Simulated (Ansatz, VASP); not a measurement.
Two plane-wave programs on Zn4HO4

File INCAR:

```
PREC = Accurate
ENCUT = 520
EDIFF = 1E-7
ISMEAR = 0
SIGMA = 0.05
LREAL = False
LASPH = True
NELM = 80
ALGO = Normal
ISIF = 2
LWAVE = False
LCHARG = True
GGA = PS
LELF = True
LVHAR = True
NBANDS = 46
```

The input KPOINTS:

```
regular mesh
0
Gamma
  4 4 8
```

POSCAR

```
Zn4HO4
1.0
    5.5148137916      0.0000000000      0.0000000000
    0.0000000000      5.5148137916      0.0000000000
    0.0000000000      0.0000000000      3.2430062931
Zn O H
4 4 1
Direct
    0.1820657240      0.1820657240      0.5000000000
    0.8179342760      0.8179342760      0.5000000000
    0.6820657240      0.3179342760      0.0000000000
    0.3179342760      0.6820657240      0.0000000000
    0.8180023132      0.1819976868      0.5000000000
    0.1819976868      0.8180023132      0.5000000000
    0.6819976868      0.6819976868      0.0000000000
    0.3180023132      0.3180023132      0.0000000000
    1.0000405349     -0.1180023132      0.2000000000
```

Input for Ansatz:

```yaml
crystal:
  lattice:
    - [5.5148137916, 0.0, 0.0]
    - [0.0, 5.5148137916, 0.0]
    - [0.0, 0.0, 3.2430062931]
  atoms:
    - { symbol: Zn, position: [0.182065724, 0.182065724, 0.5] }
    - { symbol: Zn, position: [0.817934276, 0.817934276, 0.5] }
    - { symbol: Zn, position: [0.682065724, 0.317934276, 0.0] }
    - { symbol: Zn, position: [0.317934276, 0.682065724, 0.0] }
    - { symbol: O, position: [0.8180023132, 0.1819976868, 0.5] }
    - { symbol: O, position: [0.1819976868, 0.8180023132, 0.5] }
    - { symbol: O, position: [0.6819976868, 0.6819976868, 0.0] }
    - { symbol: O, position: [0.3180023132, 0.3180023132, 0.0] }
    - { symbol: H, position: [1.0000405349, -0.1180023132, 0.2] }
basis:
  ecutwfc: 420
kpoints:
  mp_grid: { grid: [4, 4, 8] }
hamiltonian:
  xc: pbesol
  pseudopotentials: { kind: paw, azcp: { folder: soft_1 } }
scf:
  occupations: { method: gaussian, width: 0.05 }
output:
  forces: true
  stress: true
  eigenvalues: true
  write_density: true
  write_potential: true
  elf: true
  volumetric_format: npy
```

Alike in both runs: task single point; functional PBEsol; k mesh 4 × 4 × 8; occupations gaussian, width 0.05 eV; no spin polarisation.

|  | VASP | Ansatz |
| --- | --- | --- |
| version | VASP 6.6.1 | Ansatz 0.2.0 |
| potentials or method | VASP PAW PBE potentials, release 64 (Zn, O, H), cutoff 520 eV | scalar-relativistic, plane waves, PAW |
| valence electrons in the cell | 73 | 73 |

|  | VASP | Ansatz | Ansatz less VASP |
| --- | --- | --- | --- |
| gap on the k mesh at the Fermi level (eV) | none | none | - |
| pressure (GPa) | 9.2 | 8.2 | -1.04 |
| traceless stress, the component that is largest in VASP (GPa) | -2.51 | -2.35 | +0.155 |
| rms of the force components (eV/Å) | 0.978 | 0.954 | -0.0242 |

VASP's potentials were made for PBE, not for PBEsol, and Ansatz warns of the same on its side. Atom by atom the forces differ by 0.026 eV/Å (rms over components). A gap of «none» marks a metal or a gap that the smearing closes. The functional is the same, so the differences come from potentials, cutoffs and numerics.
